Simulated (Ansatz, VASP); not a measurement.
## Two plane-wave programs on Ti3Al

INCAR

```
SYSTEM = Ti3Al
ALGO = Fast
EDIFF = 1E-6
ENCUT = 520
GGA = PS
ISIF = 2
ISMEAR = 0
LASPH = .True.
LCHARG = .True.
LELF = .True.
LREAL = .False.
LVHAR = .True.
LWAVE = .False.
NBANDS = 28
NELM = 80
PREC = Accurate
SIGMA = 0.15
```

Contents of KPOINTS:

```
k-points
0
Gamma
  18 18 6
  0 0 0
```

File POSCAR:

```
Ti3Al
1.0
    3.0489398291      0.0000000000      0.0000000000
   -1.5244699145      2.6404593466      0.0000000000
    0.0000000000      0.0000000000      8.0217606903
Ti Al
3 1
Direct
    0.6666666667      0.3333333333      0.0000000000
    0.3333333333      0.6666666667      0.7511732072
    0.3333333333      0.6666666667      0.2488267928
    0.6666666667      0.3333333333      0.5000000000
```

Input for Ansatz:

```yaml
crystal:
  lattice:
    - [3.0489398291, 0.0, 0.0]
    - [-1.5244699145, 2.6404593466, 0.0]
    - [0.0, 0.0, 8.0217606903]
  atoms:
    - { symbol: Ti, position: [0.6666666667, 0.3333333333, 0.0] }
    - { symbol: Ti, position: [0.3333333333, 0.6666666667, 0.7511732072] }
    - { symbol: Ti, position: [0.3333333333, 0.6666666667, 0.2488267928] }
    - { symbol: Al, position: [0.6666666667, 0.3333333333, 0.5] }
basis:
  ecutwfc: 520.0
kpoints:
  mp_grid: { grid: [18, 18, 6] }
hamiltonian:
  xc: pbesol
  pseudopotentials: { kind: paw, azcp: { folder: soft_1 } }
scf:
  occupations: { method: gaussian, width: 0.15 }
output:
  forces: true
  stress: true
  eigenvalues: true
```

Alike in both runs: task single point; functional PBEsol; k mesh 18 × 18 × 6; occupations gaussian, width 0.15 eV; no spin polarisation.

|  | VASP | Ansatz |
| --- | --- | --- |
| version | VASP 6.6.1 | Ansatz 0.2.0 |
| potentials or method | VASP PAW PBE potentials, release 64 (Ti_sv, Al), cutoff 520 eV | scalar-relativistic, plane waves, PAW |
| valence electrons in the cell | 39 | 39 |

|  | VASP | Ansatz | Ansatz less VASP |
| --- | --- | --- | --- |
| gap on the k mesh at the Fermi level (eV) | none | none | - |
| pressure (GPa) | 5.6 | 5.9 | +0.33 |
| traceless stress, the component that is largest in VASP (GPa) | 15.76 | 15.77 | +0.014 |
| rms of the force components (eV/Å) | 0.020 | 0.014 | -0.0057 |

VASP's potentials were made for PBE, not for PBEsol, and Ansatz warns of the same on its side. Atom by atom the forces differ by 0.006 eV/Å (rms over components). A gap of «none» marks a metal or a gap that the smearing closes.
